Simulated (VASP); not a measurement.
Write the native input for VASP 6.6.1 that does the following.

```
Task                   : single point
Functional             : LDA
Potentials or basis    : VASP PAW LDA potentials, release 64 (Hg, Te)
Cutoff                 : 520 eV
k mesh                 : 4 × 4 × 4
Occupations            : gaussian, width 0.1 eV
Spin                   : no spin polarisation
Dipole correction      : no
Further INCAR settings : ALGO = Normal; EDIFF = 1e-06; NBANDS = 26
```

The structure of HgTe lies in POSCAR:

```
HgTe
1.0
    2.9494076759     -3.3620924701      0.0000000000
    2.9494076759      3.3620924701      0.0000000000
    0.0000000000      0.0000000000      5.2867819913
Hg Te
2 2
Direct
    0.3708548358      0.6291451642      0.7500000000
    0.6291451642      0.3708548358      0.2500000000
    0.8209749346      0.1790250654      0.7500000000
    0.1790250654      0.8209749346      0.2500000000
```

The input as run:

INCAR

```
SYSTEM = HgTe
ALGO = Normal
EDIFF = 1E-6
ENCUT = 520
GGA = CA
ISIF = 2
ISMEAR = 0
LASPH = .TRUE.
LCHARG = .FALSE.
LREAL = .FALSE.
LWAVE = .FALSE.
NBANDS = 26
NELM = 100
PREC = Accurate
SIGMA = 0.1
```

KPOINTS

```
k-points
0
G
  4 4 4
  0 0 0
```

Potentials or basis: VASP PAW LDA potentials, release 64 (Hg, Te).

The run is started by

```bash
$ cat potpaw_LDA.64/Hg/POTCAR potpaw_LDA.64/Te/POTCAR > POTCAR
$ mpirun -np 1 vasp_std > vasp.out
```

Results of the run:

```yaml
Pressure: 0.4 GPa
Largest_force: 0.026 eV/Å
Band_gap_on_the_k_mesh: zero (bands 18 and 19 overlap by 1.83 eV)
```

Caveat: spin-orbit coupling is left out, which moves the levels of the heavy elements.

It took 20 s on 1 thread of Intel(R) Xeon(R) 6975P-C (Granite Rapids) (shared host), peak memory 0.2 GiB.
